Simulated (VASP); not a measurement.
# Pd (P6_3/mmc) in VASP: notebook, part 2 of 2

VASP 6.6.1.

### Step 4. Single point, PBEsol, collinear spin (16.37 Å³/atom)

This run uses another cell than the first one, of 16.37 Å³/atom.

INCAR reads:

```
SYSTEM = Pd
PREC = Accurate
ENCUT = 520
EDIFF = 1E-7
ISMEAR = -1
SIGMA = 0.05
LREAL = .FALSE.
LASPH = .TRUE.
NELM = 150
ALGO = Normal
ISIF = 2
LWAVE = .FALSE.
LCHARG = .FALSE.
ISPIN = 2
MAGMOM = 0.5 0.5
LORBIT = 11
LMAXMIX = 4
GGA = PS
NBANDS = 21
```

KPOINTS reads:

```
Automatic mesh
0
G
  15 15 8
  0 0 0
```

POSCAR reads:

```
Pd
1.0
    2.8216342304      0.0000000000      0.0000000000
   -1.4108171152      2.4436069237      0.0000000000
    0.0000000000      0.0000000000      4.7490331080
Pd
2
Direct
    0.3333333333      0.6666666667      0.2500000000
    0.6666666667      0.3333333333      0.7500000000
```

Potentials or basis: VASP PAW PBE potentials, release 64 (Pd).

Run with:

```
$ cat potpaw_PBE.64/Pd/POTCAR > POTCAR
$ mpirun -np 1 vasp_std > vasp.out
```

OUTCAR:

```text
SYSTEM = Pd
   PREC = Accurate
   ENCUT = 520
   EDIFF = 1E-7
   ISMEAR = -1
   LREAL = .FALSE.
   LASPH = .TRUE.
   NELM = 150
   ISIF = 2
   ISPIN = 2
   LORBIT = 11
   GGA = PS

 ion  position               nearest neighbor table
   1  0.333  0.667  0.250-   2 2.88   2 2.88   2 2.88   2 2.88   2 2.88   2 2.88
   2  0.667  0.333  0.750-   1 2.88   1 2.88   1 2.88   1 2.88   1 2.88   1 2.88

  LATTYP: Found a hexagonal cell.
 ALAT       =     2.8216342304
 C/A-ratio  =     1.6830789253

  Lattice vectors:

 A1 = (   2.8216342304,   0.0000000000,   0.0000000000)
 A2 = (  -1.4108171152,   2.4436069237,   0.0000000000)
 A3 = (   0.0000000000,   0.0000000000,   4.7490331080)

Analysis of symmetry for initial positions (statically):
=====================================================================
 Subroutine PRICEL returns:
 Original cell was already a primitive cell.

 Routine SETGRP: Setting up the symmetry group for a
 hexagonal supercell.
[... 777 lines left out ...]
      3       5.5277      1.00000
      4       5.7588      1.00000
      5       5.7588      1.00000
      6       6.0483      1.00000
[... 565 lines left out ...]
     20      32.5942      0.00000
     21      33.7769      0.00000

 [... further k-points ...]

------------------------ aborting loop because EDIFF is reached ----------------------------------------

  FORCE on cell =-STRESS in cart. coord.  units (eV):
  Direction    XX          YY          ZZ          XY          YZ          ZX
  --------------------------------------------------------------------------------------
  -------------------------------------------------------------------------------------
  Total       -3.3408647     -3.3408647     -3.5202301     -0.0000000     -0.0000000      0.0000000
  in kB     -163.4677985   -163.4677985   -172.2441094     -0.0000000     -0.0000000      0.0000000
  external PRESSURE =    -166.3932355 kB  Pullay stress =       0.0000000 kB

 VOLUME and BASIS-vectors are now :
 -----------------------------------------------------------------------------
  energy-cutoff  :      520.00
  volume of cell :       32.74
      direct lattice vectors                 reciprocal lattice vectors
     2.821634230  0.000000000  0.000000000     0.354404547  0.204615560  0.000000000
    -1.410817115  2.443606924  0.000000000     0.000000000  0.409231121  0.000000000
     0.000000000  0.000000000  4.749033108     0.000000000  0.000000000  0.210569178

 POSITION                                       TOTAL-FORCE (eV/Angst)
 -----------------------------------------------------------------------------------
     -0.00000      1.62907      1.18726        -0.000000     -0.000000      0.000000
      1.41082      0.81454      3.56177         0.000000      0.000000      0.000000
 -----------------------------------------------------------------------------------
    total drift:                                0.000000     -0.000000      0.000000

  FREE ENERGIE OF THE ION-ELECTRON SYSTEM (eV)
  ---------------------------------------------------
  free  energy   TOTEN  =       -11.6655401206 eV

  energy  without entropy=      -11.6300044790  energy(sigma->0) =      -11.64777230

 total charge

# of ion       s       p       d       tot
------------------------------------------
    1        0.431   0.383   8.417   9.232
    2        0.431   0.383   8.417   9.232
--------------------------------------------------
tot          0.862   0.767  16.835  18.464

 magnetization (x)

# of ion       s       p       d       tot
------------------------------------------
    1       -0.002  -0.007   0.360   0.350
    2       -0.002  -0.007   0.360   0.350
--------------------------------------------------
tot         -0.004  -0.015   0.719   0.701
```

OSZICAR:

```text
N       E                     dE             d eps       ncg     rms          rms(c)
DAV:   1     0.111842768281E+03    0.11184E+03   -0.96679E+03 11340   0.898E+02
DAV:   2    -0.963341337237E+01   -0.12148E+03   -0.11289E+03 12710   0.223E+02
DAV:   3    -0.123230147113E+02   -0.26896E+01   -0.26585E+01 13413   0.350E+01
DAV:   4    -0.123414053651E+02   -0.18391E-01   -0.18388E-01 13244   0.291E+00
DAV:   5    -0.123417057257E+02   -0.30036E-03   -0.30036E-03 13607   0.400E-01    0.909E+00
DAV:   6    -0.116839559394E+02    0.65775E+00   -0.12869E+00 13625   0.107E+01    0.396E+00
DAV:   7    -0.116715174689E+02    0.12438E-01   -0.11173E-02 13229   0.862E-01    0.220E+00
DAV:   8    -0.116654884106E+02    0.60291E-02   -0.12128E-03 13596   0.223E-01    0.316E-01
DAV:   9    -0.116655289650E+02   -0.40554E-04   -0.54584E-05 14489   0.503E-02    0.341E-02
DAV:  10    -0.116655373222E+02   -0.83571E-05   -0.85910E-06 13732   0.196E-02    0.121E-02
DAV:  11    -0.116655396148E+02   -0.22926E-05   -0.14955E-06 13259   0.859E-03    0.507E-03
DAV:  12    -0.116655401307E+02   -0.51595E-06   -0.28244E-07 13786   0.405E-03    0.210E-03
DAV:  13    -0.116655401206E+02    0.10104E-07   -0.21469E-08  7650   0.116E-03
   1 F= -.11665540E+02 E0= -.11647772E+02  d E =-.355356E-01  mag=     0.6958
```

stdout:

```text
POSCAR found type information on POSCAR Pd
 POSCAR found :  1 types and       2 ions
 scaLAPACK will be used
 -----------------------------------------------------------------------------
|                                                                             |
|                                                                             |
|     You enforced a specific xc type in the INCAR file but a different       |
|     I HOPE YOU KNOW WHAT YOU ARE DOING!                                     |
|                                                                             |
 -----------------------------------------------------------------------------

 LDA part: xc-table for (Slater+PW92), standard interpolation
 POSCAR, INCAR and KPOINTS ok, starting setup
 FFT: planning ... GRIDC
 FFT: planning ... GRID_SOFT
 FFT: planning ... GRID
 WAVECAR not read
 entering main loop
```

Run time: 2 min. Hardware: 1 thread of Intel Xeon Platinum 8259CL at 2.50GHz (Skylake/Cascade Lake), shared host; peak memory 0.26 GiB.

What came out:

```
Free energy                                           : -11.6655 eV
Pressure                                              : -16.6 GPa
Net moment                                            : 0.70 μB per cell
Site moments                                          : Pd +0.35 μB
Valence electrons inside the program's atomic spheres : Pd 9.23
```

Stress tensor (GPa, compression positive):
```
-16.35   0.00   0.00
  0.00 -16.35   0.00
  0.00   0.00 -17.22
```

Caveat: the cell stands under tension; the PAW data sets were made with another functional, which shifts forces and pressure a little.

### Step 5. Single point, PBEsol, collinear spin

This run uses another cell than the first one, of 14.62 Å³/atom.

INCAR reads:

```
PREC = Accurate
ENCUT = 520
EDIFF = 1E-7
ISMEAR = -1
SIGMA = 0.05
LREAL = F
LASPH = T
NELM = 150
ALGO = Normal
ISIF = 2
LWAVE = F
LCHARG = T
ISPIN = 2
MAGMOM = 0.5 0.5
LORBIT = 11
LMAXMIX = 4
GGA = PS
LELF = T
LVHAR = T
NBANDS = 21
```

KPOINTS reads:

```
regular mesh
0
Gamma
  13 13 7
```

POSCAR reads:

```
Pd
1.0
    2.7170317145      0.0000000000      0.0000000000
   -1.3585158572      2.3530184876      0.0000000000
    0.0000000000      0.0000000000      4.5729788179
Pd
2
Direct
    0.3333333333      0.6666666667      0.2500000000
    0.6666666667      0.3333333333      0.7500000000
```

Run with:

```
$ cat potpaw_PBE.64/Pd/POTCAR > POTCAR
$ mpirun -np 1 vasp_std > vasp.out
```

It took 2.2 min on 1 thread of Intel Xeon 8259CL, shared host; peak memory 0.2 GiB.

Results (log left out):

| Item | Value |
| --- | --- |
| Free energy | -11.8674 eV |
| Pressure | -0.3 GPa |
| Band gap on the k mesh | zero (filled and empty bands overlap) |
| Net moment | 0.00 μB per cell |
| Valence electrons inside the program's atomic spheres | Pd 9.45 |

Stress tensor (GPa, compression positive):
```
-0.27  0.00  0.00
 0.00 -0.27  0.00
 0.00  0.00 -0.40
```

Levels at points of the mesh, in eV from the Fermi level:
Spin up:
| k point | band 6 | band 7 | band 8 | band 9 | band 10 | band 11 | band 12 | band 13 | band 14 | band 15 |
| --- | --- | --- | --- | --- | --- | --- | --- | --- | --- | --- |
| (0.00, 0.00, 0.00) | -2.47 | -2.47 | -1.65 | -1.65 | -0.23 | -0.23 | 0.64 | 6.88 | 17.16 | 18.53 |
Spin down:
| k point | band 8 | band 9 | band 10 | band 11 | band 12 | band 13 |
| --- | --- | --- | --- | --- | --- | --- |
| (0.00, 0.00, 0.00) | -1.65 | -1.65 | -0.23 | -0.23 | 0.64 | 6.88 |

Caveat: the PAW data sets were made with another functional, which shifts forces and pressure a little.

### Step 6. Summary

| cell | k mesh | gap on the mesh (eV) | pressure (GPa) | moment (μB) |
| --- | --- | --- | --- | --- |
| a = 2.753, b = 2.753, c = 4.633 Å, angles 90.0, 90.0, 120.0°, 2 atoms | 15 × 15 × 8 | none | -7.1 | 0.52 |
| a = 2.788, b = 2.788, c = 4.692 Å, angles 90.0, 90.0, 120.0°, 2 atoms | 15 × 15 × 8 | none | -12.5 | 0.63 |
| a = 2.822, b = 2.822, c = 4.749 Å, angles 90.0, 90.0, 120.0°, 2 atoms | 15 × 15 × 8 | none | -16.6 | 0.70 |
| a = 2.717, b = 2.717, c = 4.573 Å, angles 90.0, 90.0, 120.0°, 2 atoms | 13 × 13 × 7 | none | -0.3 | 0.00 |

Alike in all rows: task single point; level PBEsol; potentials or basis VASP PAW PBE potentials, release 64 (Pd); spin collinear; cutoff (eV) 520; smearing fermi-dirac 0.05 eV.

Caveats: the PAW data sets were made with another functional, which shifts forces and pressure a little; the cell stands under tension (at least some runs).

Total energies depend on the potentials used, so only differences within one code and one set of settings carry meaning.
